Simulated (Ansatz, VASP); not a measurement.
## CaO: VASP beside Ansatz

POSCAR

```
CaO
1.0
    3.9810268624      0.0000000000      0.0000000000
   -1.9905134312      3.4476703960      0.0000000000
    0.0000000000      0.0000000000      4.7701156015
Ca O
2 2
Direct
    0.3333333333      0.6666666667      0.2500000000
    0.6666666667      0.3333333333      0.7500000000
    0.6666666667      0.3333333333      0.2500000000
    0.3333333333      0.6666666667      0.7500000000
```

File INCAR.step1:

```
SYSTEM = CaO
PREC     = Accurate       ! precision mode
ENCUT    = 520            ! plane-wave cutoff, eV
ISMEAR   = 0              ! smearing method
SIGMA    = 0.01           ! smearing width, eV
LREAL    = .False.        ! projectors in reciprocal space
LASPH    = .True.         ! aspherical terms in the spheres
NELM     = 80             ! most SCF steps
NBANDS   = 24             ! bands
GGA      = PE             ! functional
ALGO     = Normal         ! electronic algorithm
EDIFF    = 1E-4           ! SCF threshold, eV
LWAVE    = .True.         ! write WAVECAR
LCHARG   = .False.        ! write CHGCAR
```

INCAR.step2

```
SYSTEM = CaO
PREC     = Accurate       ! precision mode
ENCUT    = 520            ! plane-wave cutoff, eV
EDIFF    = 1E-6           ! SCF threshold, eV
ISMEAR   = 0              ! smearing method
SIGMA    = 0.01           ! smearing width, eV
LREAL    = .False.        ! projectors in reciprocal space
LASPH    = .True.         ! aspherical terms in the spheres
NELM     = 80             ! most SCF steps
ALGO     = Normal         ! electronic algorithm
ISIF     = 2              ! what is computed and relaxed
LWAVE    = .False.        ! write WAVECAR
LCHARG   = .False.        ! write CHGCAR
METAGGA  = R2SCAN         ! meta-GGA
LMIXTAU  = .True.       
NBANDS   = 24             ! bands
ISTART   = 1
```

File KPOINTS:

```
Automatic mesh
0
Gamma
  12 12 6
  0 0 0
```

Input for Ansatz:

```yaml
crystal:
  lattice:
    - [3.9810268624, 0.0, 0.0]
    - [-1.9905134312, 3.447670396, 0.0]
    - [0.0, 0.0, 4.7701156015]
  atoms:
    - { symbol: Ca, position: [0.3333333333, 0.6666666667, 0.25] }
    - { symbol: Ca, position: [0.6666666667, 0.3333333333, 0.75] }
    - { symbol: O, position: [0.6666666667, 0.3333333333, 0.25] }
    - { symbol: O, position: [0.3333333333, 0.6666666667, 0.75] }
kpoints:
  mp_grid: { grid: [12, 12, 6] }
  band_path:
    path:
      - [0.0, 0.0, 0.0]
      - [0.5, 0.0, 0.0]
      - [0.3333333333, 0.3333333333, 0.0]
      - [0.0, 0.0, 0.5]
      - [0.5, 0.0, 0.5]
      - [0.3333333333, 0.3333333333, 0.5]
    npoints: 1
hamiltonian:
  xc: r2scan
scf:
  occupations: { method: fixed }
  n_extra_bands: 5
output:
  forces: true
  stress: true
  eigenvalues: true
```

Alike in both runs: task single point; functional r2SCAN; k mesh 12 × 12 × 6; no spin polarisation.

|  | VASP | Ansatz |
| --- | --- | --- |
| version | VASP 6.6.1 | Ansatz 0.2.0 |
| potentials or method | VASP PAW PBE potentials, release 64 (Ca_sv, O) | plane waves, PAW |
| plane-wave cutoff (eV) | 520 | 500 |
| occupations | gaussian, width 0.01 eV | fixed |
| valence electrons in the cell | 32 | 32 |

|  | VASP | Ansatz | Ansatz less VASP |
| --- | --- | --- | --- |
| gap on the k mesh at the Fermi level (eV) | 3.61 | 3.63 | +0.021 |
| pressure (GPa) | 1.0 | 0.0 | -0.98 |

VASP's potentials were made for PBE, not for r2SCAN.
